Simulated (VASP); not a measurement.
# Mn in VASP: a series of runs, part 2 of 2

VASP 6.6.1. The steps go on from the part before.

## 4. Single point, LDA, collinear spin, ferromagnetic start (11.24 Å³/atom)

This run uses another cell than the first one, of 11.24 Å³/atom.

File INCAR:

```
SYSTEM = Mn
  ALGO = Normal
  EDIFF = 1E-7
  ENCUT = 520
  GGA = CA
  ISIF = 2
  ISMEAR = -1
  ISPIN = 2
  LASPH = .True.
  LCHARG = .False.
  LMAXMIX = 4
  LORBIT = 11
  LREAL = .False.
  LWAVE = .False.
  MAGMOM = 3 3
  NBANDS = 24
  NELM = 150
  PREC = Accurate
  SIGMA = 0.05
```

File KPOINTS:

```
k-points
0
Gamma
  19 19 9
  0 0 0
```

File POSCAR:

```
Mn
1.0
   -1.6977010129      1.3956835902      1.2432320686
    1.3956835902     -1.6977010129      1.2432320686
    3.1416288948      3.1416288948     -1.7963775316
Mn
2
Direct
    0.9587694893      0.0412305107      0.0000000000
    0.7912305107      0.2087694893      0.5000000000
```

Potentials or basis: VASP PAW LDA potentials, release 64 (Mn_pv).

On the command line:

```console
cat potpaw_LDA.64/Mn_pv/POTCAR > POTCAR
mpirun -np 1 vasp_std > vasp.out
```

OUTCAR:

```text
SYSTEM = Mn
   EDIFF = 1E-7
   ENCUT = 520
   GGA = CA
   ISIF = 2
   ISMEAR = -1
   ISPIN = 2
   LASPH = .True.
   LORBIT = 11
   LREAL = .False.
   NELM = 150
   PREC = Accurate

 ion  position               nearest neighbor table
   1  0.959  0.041  0.000-   2 2.50   2 2.50   2 2.51   2 2.51   2 2.51   2 2.51
   2  0.791  0.209  0.500-   1 2.50   1 2.50   1 2.51   1 2.51   1 2.51   1 2.51

  Warning from LATTYP: Got some problem with cell dimensions!
  Tried to take original basis but could not verify dimensions!
  LATTYP: Found a base centered monoclinic cell.
 ALAT       =     2.5228818745
 B/A-ratio  =     1.7340116093
 C/A-ratio  =     1.6150889572
 COS(beta)  =    -0.0000633584

  Lattice vectors:

 A1 = (   1.6977010129,  -1.3956835902,  -1.2432320686)
 A2 = (  -1.3956835902,   1.6977010129,  -1.2432320686)
 A3 = (   2.8396114721,   2.8396114721,   0.6900866056)

Analysis of symmetry for initial positions (statically):
=====================================================================
 Subroutine PRICEL returns:
 Original cell was already a primitive cell.

 Routine SETGRP: Setting up the symmetry group for a
 base centered monoclinic supercell.

 Subroutine GETGRP returns: Found  4 space group operations
 (whereof  2 operations were pure point group operations)
 out of a pool of  4 trial point group operations.

The static configuration has the point symmetry C_2 .
 The point group associated with its full space group is C_2h.

Analysis of symmetry for dynamics (positions and initial velocities):
=====================================================================
 Subroutine PRICEL returns:
 Original cell was already a primitive cell.

 Routine SETGRP: Setting up the symmetry group for a
 base centered monoclinic supercell.

 Subroutine GETGRP returns: Found  4 space group operations
 (whereof  2 operations were pure point group operations)
 out of a pool of  4 trial point group operations.

The dynamic configuration has the point symmetry C_2 .
 The point group associated with its full space group is C_2h.

Analysis of structural, dynamic, and magnetic symmetry:
=====================================================================
 Subroutine PRICEL returns:
 Original cell was already a primitive cell.

 Routine SETGRP: Setting up the symmetry group for a
 base centered monoclinic supercell.

 Subroutine GETGRP returns: Found  4 space group operations
 (whereof  2 operations were pure point group operations)
 out of a pool of  4 trial point group operations.

The overall configuration has the point symmetry C_2 .
 The point group associated with its full space group is C_2h.

 Subroutine INISYM returns: Found  4 space group operations
 (whereof  2 operations are pure point group operations),
 and found     1 'primitive' translations

----------------------------------------------------------------------------------------

                                     Primitive cell

  volume of cell :      22.4858

  direct lattice vectors                    reciprocal lattice vectors
    -1.697701013  1.395683590  1.243232069    -0.038071145  0.285199360  0.432194863
     1.395683590 -1.697701013  1.243232069     0.285199360 -0.038071145  0.432194863
     3.141628895  3.141628895 -1.796377532     0.171031822  0.171031822  0.041548631

  length of vectors
     2.525024235  2.525024235  4.792351872     0.519211408  0.519211408  0.245418127

  position of ions in fractional coordinates (direct lattice)
     0.958769489  0.041230511  0.000000000
     0.791230511  0.208769489  0.500000000

  ion indices of the primitive-cell ions
   primitive index   ion index
[... 73 lines left out ...]
   NELM   =    150;   NELMIN=  2; NELMDL= -5     # of ELM steps
   EDIFF  = 0.1E-06   stopping-criterion for ELM
   LREAL  =      F    real-space projection
   EDIFFG = 0.1E-05   stopping-criterion for IOM
   NSW    =      0    number of steps for IOM
   IBRION =     -1    ionic relax: 0-MD 1-quasi-New 2-CG
   NFREE  =      0    steps in history (QN), initial steepest desc. (CG)
   ISIF   =      2    stress and relaxation
   ISYM   =      2    0-nonsym 1-usesym 2-fastsym
   POTIM  = 0.5000    time-step for ionic-motion
   TEBEG  =    0.0;   TEEND  =   0.0 temperature during run
   PSTRESS=    0.0 pullay stress
   NELECT =      26.0000    total number of electrons
   NUPDOWN=      -1.0000    fix difference up-down
   EMIN   =  10.00;   EMAX   =-10.00  energy-range for DOS
   EFERMI =   0.00;   METHOD = LEGACY
   ISMEAR =    -1;   SIGMA  =   0.05  broadening in eV -4-tet -1-fermi 0-gaus
   EFERMI_NEDOS =   21; number of points for ismear=-14 and -15
   IALGO  =     38    algorithm
   IMIX   =      4    mixing-type and parameters
     AMIX     =   0.40;   BMIX     =  1.00
     AMIX_MAG =   1.60;   BMIX_MAG =  1.00
  volume/ion in A,a.u.               =      11.24        75.87
  Fermi-wavevector in a.u.,A,eV,Ry     =   1.718289  3.247095 40.171434  2.952517
  Thomas-Fermi vector in A             =   2.795130
   LORBIT       =     11    0 simple, 1 ext, 2 COOP (PROOUT), +10 PAW based schemes
   GGA     = CA    functional components
   LHFCALC =     F    Hartree Fock is set to
   AEXX    =    0.0000 exact exchange contribution
   IVDW    =     0    specifies the selected vdW correction
   LEPSILON=     F    determine dielectric tensor
   LRPA    =     F    only Hartree local field effects (RPA)
 spin polarized calculation
  energy-cutoff  :      520.00
  volume of cell :       22.49
 maximum number of plane-waves:       622
   NGX =  9   NGY =  9   NGZ = 17

 number of electron      25.9999997 magnetization       0.0023822

 number of electron      25.9999997 magnetization      -0.0006101

 Free energy of the ion-electron system (eV)
  ---------------------------------------------------
  ext. energy  EPLUGINS =         0.00000000
  ---------------------------------------------------
  free energy    TOTEN  =       -20.07590480 eV

  energy without entropy =      -20.05150323  energy(sigma->0) =      -20.06370402

 E-fermi :   9.5214     XC(G=0): -14.0944

 val. band max:        9.5206522675   @ k =  -0.1053  -0.4211   0.1111
 cond. band min:       9.5215545627   @ k =  -0.2105   0.2105   0.0000
 fundamental gap:      0.0009022952
 Fermi energy:         9.5213628682

 spin component 1

 k-point     1 :       0.0000    0.0000    0.0000
  band No.  band energies     occupation
      1     -38.2586      1.00000
      2     -37.6756      1.00000
      3     -37.6729      1.00000
      4     -37.5794      1.00000
      5     -37.5786      1.00000
      6     -37.5653      1.00000
[... 637 lines left out ...]
     23      31.3128      0.00000
     24      32.6742      0.00000

 [... further k-points ...]

 spin component 2

 k-point     1 :       0.0000    0.0000    0.0000
  band No.  band energies     occupation
      1     -38.2589      1.00000
      2     -37.6758      1.00000
      3     -37.6731      1.00000
      4     -37.5796      1.00000
      5     -37.5789      1.00000
      6     -37.5656      1.00000
[... 637 lines left out ...]
     23      31.3127      0.00000
     24      32.6741      0.00000

 [... further k-points ...]

------------------------ aborting loop because EDIFF is reached ----------------------------------------

  FORCE on cell =-STRESS in cart. coord.  units (eV):
  Direction    XX          YY          ZZ          XY          YZ          ZX
  --------------------------------------------------------------------------------------
  -------------------------------------------------------------------------------------
  Total       -4.0844319     -4.0844319     -4.0493458     -0.0085850     -0.0069851     -0.0069851
  in kB     -291.0268347   -291.0268347   -288.5268612     -0.6117058     -0.4977090     -0.4977074
  external PRESSURE =    -290.1935102 kB  Pullay stress =       0.0000000 kB

 VOLUME and BASIS-vectors are now :
 -----------------------------------------------------------------------------
  energy-cutoff  :      520.00
  volume of cell :       22.49
      direct lattice vectors                 reciprocal lattice vectors
    -1.697701013  1.395683590  1.243232069    -0.038071145  0.285199360  0.432194863
     1.395683590 -1.697701013  1.243232069     0.285199360 -0.038071145  0.432194863
     3.141628895  3.141628895 -1.796377532     0.171031822  0.171031822  0.041548631

 POSITION                                       TOTAL-FORCE (eV/Angst)
 -----------------------------------------------------------------------------------
     -1.57016      1.26814      1.24323         0.002297     -0.002297      0.000000
      0.51892      2.32069      0.34504        -0.002297      0.002297     -0.000000
 -----------------------------------------------------------------------------------
    total drift:                                0.000000      0.000000     -0.000000

  FREE ENERGIE OF THE ION-ELECTRON SYSTEM (eV)
  ---------------------------------------------------
  free  energy   TOTEN  =       -20.0759048015 eV

  energy  without entropy=      -20.0515032304  energy(sigma->0) =      -20.06370402

 total charge

# of ion       s       p       d       tot
------------------------------------------
    1        0.410   6.367   5.135  11.912
    2        0.410   6.367   5.135  11.912
--------------------------------------------------
tot          0.820  12.734  10.270  23.823

 magnetization (x)

# of ion       s       p       d       tot
------------------------------------------
    1        0.000  -0.000  -0.000  -0.000
    2        0.000  -0.000  -0.000  -0.000
--------------------------------------------------
tot          0.000  -0.000  -0.000  -0.000
```

OSZICAR:

```text
N       E                     dE             d eps       ncg     rms          rms(c)
DAV:   1     0.245607934414E+03    0.24561E+03   -0.13426E+04 83008   0.148E+03
DAV:   2    -0.118356639612E+02   -0.25744E+03   -0.24621E+03 84248   0.400E+02
DAV:   3    -0.216886463043E+02   -0.98530E+01   -0.98052E+01 92520   0.887E+01
DAV:   4    -0.217738045844E+02   -0.85158E-01   -0.85152E-01 90912   0.815E+00
DAV:   5    -0.217752028423E+02   -0.13983E-02   -0.13982E-02 93480   0.107E+00    0.237E+01
DAV:   6    -0.199547953325E+02    0.18204E+01   -0.96595E+00 85144   0.427E+01    0.599E+00
DAV:   7    -0.200438797437E+02   -0.89084E-01   -0.46679E-01 89640   0.857E+00    0.368E+00
DAV:   8    -0.200683799141E+02   -0.24500E-01   -0.98982E-03 94632   0.117E+00    0.152E+00
DAV:   9    -0.200762597672E+02   -0.78799E-02   -0.85983E-03 94712   0.979E-01    0.333E-01
DAV:  10    -0.200758395719E+02    0.42020E-03   -0.22174E-03 89568   0.573E-01    0.126E-01
DAV:  11    -0.200759049443E+02   -0.65372E-04   -0.45524E-05 90776   0.662E-02    0.575E-02
DAV:  12    -0.200759024690E+02    0.24753E-05   -0.12000E-05 94120   0.377E-02    0.124E-02
DAV:  13    -0.200759048044E+02   -0.23354E-05   -0.20646E-06 87624   0.161E-02    0.337E-03
DAV:  14    -0.200759048015E+02    0.28831E-08   -0.88909E-08 58664   0.265E-03
   1 F= -.20075905E+02 E0= -.20063704E+02  d E =-.244016E-01  mag=     0.0002
```

stdout:

```text
POSCAR found type information on POSCAR Mn
 POSCAR found :  1 types and       2 ions
 scaLAPACK will be used
 LDA part: xc-table for (Slater(with rela. corr.)+CA(PZ))
 , standard interpolation
 POSCAR, INCAR and KPOINTS ok, starting setup
 FFT: planning ... GRIDC
 FFT: planning ... GRID_SOFT
 FFT: planning ... GRID
 WAVECAR not read
 entering main loop
```

Run time: 24 min. Hardware: 1 thread of Oxide Virtual Turin-like, shared host; peak memory 0.61 GiB.

Results:

```
Free energy                                           : -20.0759 eV
Pressure                                              : -29.0 GPa
Largest force                                         : 0.003 eV/Å
Band gap on the k mesh                                : zero (filled and empty bands overlap)
Net moment                                            : 0.00 μB per cell
Valence electrons inside the program's atomic spheres : Mn 11.91
```

Forces on the atoms (eV/Å):
```
Mn   0.002 -0.002  0.000
Mn  -0.002  0.002  0.000
```

Stress tensor (GPa, compression positive):
```
-29.10  -0.06  -0.05
 -0.06 -29.10  -0.05
 -0.05  -0.05 -28.85
```

Caveat: the cell stands under tension.
